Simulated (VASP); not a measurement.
# BeTe (F-43m) in VASP: a series of runs

The runs below take BeTe through single point, with PBE, PBE+D3(BJ).

Everything below comes from runs of VASP 6.6.1. Logs are shortened: lines on timing, memory, paths and dates and some standing lists are left out, and cuts for length are marked.

## 1. The cell of the first run

It takes space group F-43m (No. 216, cubic). The conventional cell has a = 5.665 Å, b = 5.665 Å, c = 5.665 Å, α = 90.00°, β = 90.00°, γ = 90.00°. Within 3.2 Å of Be (site symmetry -43m) lie 4 Te at 2.45 Å. Te (site symmetry -43m) has 4 Be at 2.45 Å within 3.2 Å.

## 2. Single point, PBE

Input file INCAR:

```
SYSTEM = BeTe
ALGO     = Normal         ! electronic algorithm
EDIFF    = 1E-6           ! SCF threshold, eV
ENCUT    = 520            ! plane-wave cutoff, eV
GGA      = PE             ! functional
ISIF     = 2              ! what is computed and relaxed
ISMEAR   = 0              ! smearing method
LASPH    = .TRUE.         ! aspherical terms in the spheres
LCHARG   = .TRUE.         ! write CHGCAR
LELF     = .TRUE.         ! ELF
LREAL    = .FALSE.        ! projectors in reciprocal space
LVHAR    = .TRUE.       
LWAVE    = .FALSE.        ! write WAVECAR
NBANDS   = 11             ! bands
NELM     = 60             ! most SCF steps
PREC     = Accurate       ! precision mode
SIGMA    = 0.05           ! smearing width, eV
```

Input file KPOINTS:

```
k-points
0
G
  10 10 10
  0 0 0
```

Input file POSCAR:

```
BeTe
1.0
    0.0000000000      2.8324841857      2.8324841857
    2.8324841857      0.0000000000      2.8324841857
    2.8324841857      2.8324841857      0.0000000000
Be Te
1 1
Direct
    0.0000000000      0.0000000000      0.0000000000
    0.7500000000      0.7500000000      0.7500000000
```

Potentials or basis: VASP PAW PBE potentials, release 64 (Be, Te).

On the command line:

```sh
cat potpaw_PBE.64/Be/POTCAR potpaw_PBE.64/Te/POTCAR > POTCAR
mpirun -np 1 vasp_std > vasp.out
```

OUTCAR:

```text
SYSTEM = BeTe
   EDIFF = 1E-6
   ENCUT = 520
   GGA = PE
   ISIF = 2
   ISMEAR = 0
   LASPH = .TRUE.
   LREAL = .FALSE.
   NELM = 60
   PREC = Accurate

 ion  position               nearest neighbor table
   1  0.000  0.000  0.000-   2 2.45   2 2.45   2 2.45   2 2.45
   2  0.750  0.750  0.750-   1 2.45   1 2.45   1 2.45   1 2.45

  LATTYP: Found a face centered cubic cell.
 ALAT       =     5.6649683714

  Lattice vectors:

 A1 = (   0.0000000000,   2.8324841857,   2.8324841857)
 A2 = (   2.8324841857,   0.0000000000,   2.8324841857)
 A3 = (   2.8324841857,   2.8324841857,   0.0000000000)

Analysis of symmetry for initial positions (statically):
=====================================================================
 Subroutine PRICEL returns:
 Original cell was already a primitive cell.

 Routine SETGRP: Setting up the symmetry group for a
 face centered cubic supercell.

 Subroutine GETGRP returns: Found 24 space group operations
 (whereof 24 operations were pure point group operations)
 out of a pool of 48 trial point group operations.

The static configuration has the point symmetry T_d .

Analysis of symmetry for dynamics (positions and initial velocities):
=====================================================================
 Subroutine PRICEL returns:
 Original cell was already a primitive cell.

 Routine SETGRP: Setting up the symmetry group for a
 face centered cubic supercell.

 Subroutine GETGRP returns: Found 24 space group operations
 (whereof 24 operations were pure point group operations)
 out of a pool of 48 trial point group operations.

The dynamic configuration has the point symmetry T_d .

 Subroutine INISYM returns: Found 24 space group operations
 (whereof 24 operations are pure point group operations),
 and found     1 'primitive' translations

----------------------------------------------------------------------------------------

                                     Primitive cell

  volume of cell :      45.4499

  direct lattice vectors                    reciprocal lattice vectors
     0.000000000  2.832484186  2.832484186    -0.176523492  0.176523492  0.176523492
     2.832484186  0.000000000  2.832484186     0.176523492 -0.176523492  0.176523492
     2.832484186  2.832484186  0.000000000     0.176523492  0.176523492 -0.176523492

  length of vectors
     4.005737551  4.005737551  4.005737551     0.305747657  0.305747657  0.305747657

  position of ions in fractional coordinates (direct lattice)
     0.000000000  0.000000000  0.000000000
     0.750000000  0.750000000  0.750000000

  ion indices of the primitive-cell ions
   primitive index   ion index
                 1           1
                 2           2

----------------------------------------------------------------------------------------

 KPOINTS: k-points

Automatic generation of k-mesh.
 Grid dimensions read from file:
 generate k-points for:   10   10   10

 Generating k-lattice:

  Cartesian coordinates                     Fractional coordinates (reciprocal lattice)
    -0.017652349  0.017652349  0.017652349     0.100000000  0.000000000  0.000000000
     0.017652349 -0.017652349  0.017652349     0.000000000  0.100000000  0.000000000
     0.017652349  0.017652349 -0.017652349     0.000000000  0.000000000  0.100000000

  Length of vectors
     0.030574766  0.030574766  0.030574766

  Shift w.r.t. Gamma in fractional coordinates (k-lattice)
     0.000000000  0.000000000  0.000000000

 Subroutine IBZKPT returns following result:
 ===========================================

 Found     47 irreducible k-points:

 Following reciprocal coordinates:
            Coordinates               Weight
  0.000000  0.000000  0.000000      1.000000
  0.100000  0.000000  0.000000      8.000000
  0.200000  0.000000  0.000000      8.000000
  0.300000  0.000000  0.000000      8.000000
  0.400000  0.000000  0.000000      8.000000
  0.500000  0.000000  0.000000      4.000000
[... 16 lines left out ...]
  0.300000  0.300000  0.000000      6.000000
  0.400000  0.300000  0.000000     24.000000
 [... further k-points ...]
   k-points           NKPTS =     47   k-points in BZ     NKDIM =     47   number of bands    NBANDS=     11
   number of dos      NEDOS =    301   number of ions     NIONS =      2
   total plane-waves  NPLWV =  27000
   dimension x,y,z NGX =    30 NGY =   30 NGZ =   30
   dimension x,y,z NGXF=    60 NGYF=   60 NGZF=   60
   ions per type =               1   1
   NGX,Y,Z   is equivalent  to a cutoff of  12.45, 12.45, 12.45 a.u.
   NGXF,Y,Z  is equivalent  to a cutoff of  24.90, 24.90, 24.90 a.u.
 SYSTEM =  BeTe
   PREC   = accura    normal or accurate (medium, high low for compatibility)
   ISTART =      0    job   : 0-new  1-cont  2-samecut
   ICHARG =      2    charge: 1-file 2-atom 10-const
   ISPIN  =      1    spin polarized calculation?
   LNONCOLLINEAR =      F non collinear calculations
   LSORBIT =      F    spin-orbit coupling
   LASPH  =      T    aspherical Exc in radial PAW
   ENCUT  =  520.0 eV  38.22 Ry    6.18 a.u.   7.45  7.45  7.45*2*pi/ulx,y,z
   NELM   =     60;   NELMIN=  2; NELMDL= -5     # of ELM steps
   EDIFF  = 0.1E-05   stopping-criterion for ELM
   LREAL  =      F    real-space projection
   EDIFFG = 0.1E-04   stopping-criterion for IOM
   NSW    =      0    number of steps for IOM
   IBRION =     -1    ionic relax: 0-MD 1-quasi-New 2-CG
   NFREE  =      0    steps in history (QN), initial steepest desc. (CG)
   ISIF   =      2    stress and relaxation
   ISYM   =      2    0-nonsym 1-usesym 2-fastsym
   POTIM  = 0.5000    time-step for ionic-motion
   TEBEG  =    0.0;   TEEND  =   0.0 temperature during run
   PSTRESS=    0.0 pullay stress
   NELECT =       8.0000    total number of electrons
   NUPDOWN=      -1.0000    fix difference up-down
   EMIN   =  10.00;   EMAX   =-10.00  energy-range for DOS
   EFERMI =   0.00;   METHOD = LEGACY
   ISMEAR =     0;   SIGMA  =   0.05  broadening in eV -4-tet -1-fermi 0-gaus
   EFERMI_NEDOS =   21; number of points for ismear=-14 and -15
   IALGO  =     38    algorithm
   IMIX   =      4    mixing-type and parameters
     AMIX     =   0.40;   BMIX     =  1.00
     AMIX_MAG =   1.60;   BMIX_MAG =  1.00
  volume/ion in A,a.u.               =      22.72       153.36
  Fermi-wavevector in a.u.,A,eV,Ry     =   0.917474  1.733775 11.452833  0.841759
  Thomas-Fermi vector in A             =   2.042447
   LORBIT       =      0    0 simple, 1 ext, 2 COOP (PROOUT), +10 PAW based schemes
   GGA     = PE    functional components
   LHFCALC =     F    Hartree Fock is set to
   AEXX    =    0.0000 exact exchange contribution
   IVDW    =     0    specifies the selected vdW correction
   LEPSILON=     F    determine dielectric tensor
   LRPA    =     F    only Hartree local field effects (RPA)
 non-spin polarized calculation
 Gauss-broadening in eV      SIGMA  =   0.05
  energy-cutoff  :      520.00
  volume of cell :       45.45
 maximum number of plane-waves:      1243
 NGX is ok and might be reduce to    30
   NGX = 15   NGY = 15   NGZ = 15

 number of electron       8.0000001 magnetization

 Free energy of the ion-electron system (eV)
  ---------------------------------------------------
  ext. energy  EPLUGINS =         0.00000000
  ---------------------------------------------------
  free energy    TOTEN  =        -7.62504577 eV

  energy without entropy =       -7.62504577  energy(sigma->0) =       -7.62504577

 E-fermi :   5.1096     XC(G=0):  -8.9868

 val. band max:        4.9015415681   @ k =   0.0000   0.0000   0.0000
 cond. band min:       6.9177283792   @ k =   0.5000   0.5000   0.0000
 fundamental gap:      2.0161868112
 Fermi energy:         5.1096495920

 k-point     1 :       0.0000    0.0000    0.0000
  band No.  band energies     occupation
      1      -7.2813      2.00000
      2       4.9015      2.00000
      3       4.9015      2.00000
      4       4.9015      2.00000
      5       8.5257      0.00000
      6       8.5257      0.00000
      7       8.5257      0.00000
      8       8.5957      0.00000
      9      13.1920      0.00000
     10      15.1098      0.00000
     11      15.1098      0.00000

 k-point     2 :       0.1000    0.0000    0.0000
  band No.  band energies     occupation
      1      -7.1886      2.00000
      2       3.9911      2.00000
      3       4.7484      2.00000
      4       4.7484      2.00000
      5       8.4484      0.00000
      6       8.7521      0.00000
      7       8.7521      0.00000
      8       9.5220      0.00000
      9      13.4843      0.00000
     10      14.3885      0.00000
     11      14.3885      0.00000

 k-point     3 :       0.2000    0.0000    0.0000
  band No.  band energies     occupation
      1      -6.9242      2.00000
      2       2.4100      2.00000
      3       4.4174      2.00000
      4       4.4174      2.00000
      5       8.2698      0.00000
      6       9.2045      0.00000
      7       9.2045      0.00000
      8      11.1100      0.00000
      9      13.8868      0.00000
     10      13.8868      0.00000
     11      13.9078      0.00000

 k-point     4 :       0.3000    0.0000    0.0000
  band No.  band energies     occupation
      1      -6.5392      2.00000
      2       0.9436      2.00000
      3       4.0937      2.00000
      4       4.0937      2.00000
      5       8.0921      0.00000
      6       9.4871      0.00000
      7       9.4871      0.00000
      8      12.4132      0.00000
      9      14.0010      0.00000
     10      14.1908      0.00000
     11      14.1908      0.00000
[... 239 lines left out ...]
 k-point    22 :      -0.2000    0.2000    0.0000
  band No.  band energies     occupation
      1      -6.4071      2.00000
      2       1.2293      2.00000
      3       2.5053      2.00000
      4       4.1523      2.00000
      5       8.9073      0.00000
      6       9.7100      0.00000
      7      10.2584      0.00000
      8      11.1557      0.00000
      9      12.9927      0.00000
     10      15.1500      0.00000
     11      16.0118      0.00000

 k-point    23 :       0.3000    0.3000    0.0000
  band No.  band energies     occupation
      1      -6.2830      2.00000
      2       1.3756      2.00000
      3       2.9373      2.00000
      4       2.9373      2.00000
      5       7.3172      0.00000
      6       8.7396      0.00000
      7      12.0967      0.00000
      8      12.0967      0.00000
      9      14.2356      0.00000
     10      16.3440      0.00000
     11      16.4988      0.00000

 k-point    24 :       0.4000    0.3000    0.0000
  band No.  band energies     occupation
      1      -5.9751      2.00000
      2       0.7097      2.00000
      3       2.4673      2.00000
      4       2.7316      2.00000
      5       7.4247      0.00000
      6       8.6000      0.00000
      7      12.3749      0.00000
      8      12.5755      0.00000
      9      15.4525      0.00000
     10      16.6901      0.00000
     11      17.0839      0.00000

 [... further k-points ...]

------------------------ aborting loop because EDIFF is reached ----------------------------------------

  FORCE on cell =-STRESS in cart. coord.  units (eV):
  Direction    XX          YY          ZZ          XY          YZ          ZX
  --------------------------------------------------------------------------------------
  -------------------------------------------------------------------------------------
  Total        0.0279700      0.0279700      0.0279700     -0.0000000      0.0000000      0.0000000
  in kB        0.9859850      0.9859850      0.9859850     -0.0000000      0.0000000      0.0000000
  external PRESSURE =       0.9859850 kB  Pullay stress =       0.0000000 kB

 VOLUME and BASIS-vectors are now :
 -----------------------------------------------------------------------------
  energy-cutoff  :      520.00
  volume of cell :       45.45
      direct lattice vectors                 reciprocal lattice vectors
     0.000000000  2.832484186  2.832484186    -0.176523492  0.176523492  0.176523492
     2.832484186  0.000000000  2.832484186     0.176523492 -0.176523492  0.176523492
     2.832484186  2.832484186  0.000000000     0.176523492  0.176523492 -0.176523492

 POSITION                                       TOTAL-FORCE (eV/Angst)
 -----------------------------------------------------------------------------------
      0.00000      0.00000      0.00000        -0.000000     -0.000000     -0.000000
      4.24873      4.24873      4.24873         0.000000      0.000000      0.000000
 -----------------------------------------------------------------------------------
    total drift:                               -0.000000     -0.000000     -0.000000

  FREE ENERGIE OF THE ION-ELECTRON SYSTEM (eV)
  ---------------------------------------------------
  free  energy   TOTEN  =        -7.6250457734 eV

  energy  without entropy=       -7.6250457734  energy(sigma->0) =       -7.62504577
```

Wall time 44 s (1 thread of AMD EPYC 7R13, shared host); peak memory 0.15 GiB.

What came out:

```yaml
Free_energy: -7.6250 eV
Pressure: 0.1 GPa
Band_gap_on_the_k_mesh: 2.02 eV, indirect (least direct gap 3.62 eV)
```

Caveat: spin-orbit coupling is left out, which moves the levels of the heavy elements. A k mesh can miss the band edges.

## 3. Single point, PBE+D3(BJ)

Input file INCAR:

```
SYSTEM = BeTe
PREC = Accurate ; ENCUT = 520
EDIFF = 1E-7 ; ISMEAR = 0
SIGMA = 0.05 ; LREAL = .FALSE.
LASPH = .TRUE. ; NELM = 100
ALGO = Normal ; ISIF = 2
LWAVE = .FALSE. ; LCHARG = .FALSE.
GGA = PE ; IVDW = 12
NBANDS = 11
```

Input file KPOINTS:

```
Automatic mesh
0
G
  10 10 10
  0 0 0
```

POSCAR is that of step 2.

Potentials or basis: VASP PAW PBE potentials, release 64 (Be, Te).

On the command line:

```sh
cat potpaw_PBE.64/Be/POTCAR potpaw_PBE.64/Te/POTCAR > POTCAR
mpirun -np 1 vasp_std > vasp.out
```

OUTCAR:

```text
SYSTEM = BeTe
   PREC = Accurate
   ENCUT = 520
   EDIFF = 1E-7
   ISMEAR = 0
   LREAL = .FALSE.
   LASPH = .TRUE.
   NELM = 100
   ISIF = 2
   GGA = PE
   IVDW = 12
 IVDW          = 12

 ion  position               nearest neighbor table
   1  0.000  0.000  0.000-   2 2.45   2 2.45   2 2.45   2 2.45
   2  0.750  0.750  0.750-   1 2.45   1 2.45   1 2.45   1 2.45

  LATTYP: Found a face centered cubic cell.
 ALAT       =     5.6649683714

  Lattice vectors:

 A1 = (   0.0000000000,   2.8324841857,   2.8324841857)
 A2 = (   2.8324841857,   0.0000000000,   2.8324841857)
 A3 = (   2.8324841857,   2.8324841857,   0.0000000000)

Analysis of symmetry for initial positions (statically):
=====================================================================
 Subroutine PRICEL returns:
 Original cell was already a primitive cell.

 Routine SETGRP: Setting up the symmetry group for a
 face centered cubic supercell.

 Subroutine GETGRP returns: Found 24 space group operations
 (whereof 24 operations were pure point group operations)
 out of a pool of 48 trial point group operations.

The static configuration has the point symmetry T_d .

Analysis of symmetry for dynamics (positions and initial velocities):
=====================================================================
 Subroutine PRICEL returns:
 Original cell was already a primitive cell.

 Routine SETGRP: Setting up the symmetry group for a
 face centered cubic supercell.

 Subroutine GETGRP returns: Found 24 space group operations
 (whereof 24 operations were pure point group operations)
 out of a pool of 48 trial point group operations.

The dynamic configuration has the point symmetry T_d .

 Subroutine INISYM returns: Found 24 space group operations
 (whereof 24 operations are pure point group operations),
 and found     1 'primitive' translations

----------------------------------------------------------------------------------------

[... 119 lines left out ...]
   AEXX    =    0.0000 exact exchange contribution
   IVDW    =    12    specifies the selected vdW correction
   LEPSILON=     F    determine dielectric tensor
   LRPA    =     F    only Hartree local field effects (RPA)
 non-spin polarized calculation
 Gauss-broadening in eV      SIGMA  =   0.05
  energy-cutoff  :      520.00
  volume of cell :       45.45
 maximum number of plane-waves:      1243
 NGX is ok and might be reduce to    30
   NGX = 15   NGY = 15   NGZ = 15

 number of electron       8.0000001 magnetization

 Free energy of the ion-electron system (eV)
  ---------------------------------------------------
  ext. energy  EPLUGINS =         0.00000000
  ---------------------------------------------------
  free energy    TOTEN  =        -7.62504577 eV

  energy without entropy =       -7.62504577  energy(sigma->0) =       -7.62504577

 E-fermi :   5.1096     XC(G=0):  -8.9868

 val. band max:        4.9015415680   @ k =   0.0000   0.0000   0.0000
 cond. band min:       6.9177283791   @ k =   0.5000   0.5000   0.0000
 fundamental gap:      2.0161868111
 Fermi energy:         5.1096495920

 k-point     1 :       0.0000    0.0000    0.0000
  band No.  band energies     occupation
      1      -7.2813      2.00000
      2       4.9015      2.00000
      3       4.9015      2.00000
      4       4.9015      2.00000
      5       8.5257      0.00000
      6       8.5257      0.00000
      7       8.5257      0.00000
      8       8.5957      0.00000
      9      13.1920      0.00000
     10      15.1098      0.00000
     11      15.1098      0.00000
[... 309 lines left out ...]
 k-point    24 :       0.4000    0.3000    0.0000
  band No.  band energies     occupation
      1      -5.9751      2.00000
      2       0.7097      2.00000
      3       2.4673      2.00000
      4       2.7316      2.00000
      5       7.4247      0.00000
      6       8.6000      0.00000
      7      12.3749      0.00000
      8      12.5755      0.00000
      9      15.4525      0.00000
     10      16.6901      0.00000
     11      17.0839      0.00000

 [... further k-points ...]

------------------------ aborting loop because EDIFF is reached ----------------------------------------

 Edisp (eV)   -0.66433

 E8    (eV) :    -0.2829

  FORCE on cell =-STRESS in cart. coord.  units (eV):
  Direction    XX          YY          ZZ          XY          YZ          ZX
  --------------------------------------------------------------------------------------
  -------------------------------------------------------------------------------------
  Total      -0.68198    -0.68198    -0.68198    -0.00000     0.00000     0.00000
  in kB     -24.04068   -24.04068   -24.04068    -0.00000     0.00000     0.00000
  external pressure =      -24.04 kB  Pullay stress =        0.00 kB

 VOLUME and BASIS-vectors are now :
 -----------------------------------------------------------------------------
  energy-cutoff  :      520.00
  volume of cell :       45.45
      direct lattice vectors                 reciprocal lattice vectors
     0.000000000  2.832484186  2.832484186    -0.176523492  0.176523492  0.176523492
     2.832484186  0.000000000  2.832484186     0.176523492 -0.176523492  0.176523492
     2.832484186  2.832484186  0.000000000     0.176523492  0.176523492 -0.176523492

 POSITION                                       TOTAL-FORCE (eV/Angst)
 -----------------------------------------------------------------------------------
      0.00000      0.00000      0.00000         0.000000      0.000000      0.000000
      4.24873      4.24873      4.24873        -0.000000     -0.000000     -0.000000
 -----------------------------------------------------------------------------------
    total drift:                               -0.000000     -0.000000     -0.000000

  FREE ENERGIE OF THE ION-ELECTRON SYSTEM (eV)
  ---------------------------------------------------
  free  energy   TOTEN  =        -8.2893749090 eV

  energy  without entropy=       -8.2893749089  energy(sigma->0) =       -8.28937491
```

Wall time 49 s (1 thread of AMD EPYC 7R13, shared host); peak memory 0.16 GiB.

Results:

- Free energy: -8.2894 eV
- Pressure: -2.4 GPa
- Band gap on the k mesh: 2.02 eV, indirect (least direct gap 3.62 eV)
- Dispersion energy per atom: -0.332 eV

Caveat: three body term missing; spin-orbit coupling is left out, which moves the levels of the heavy elements. A k mesh can miss the band edges.
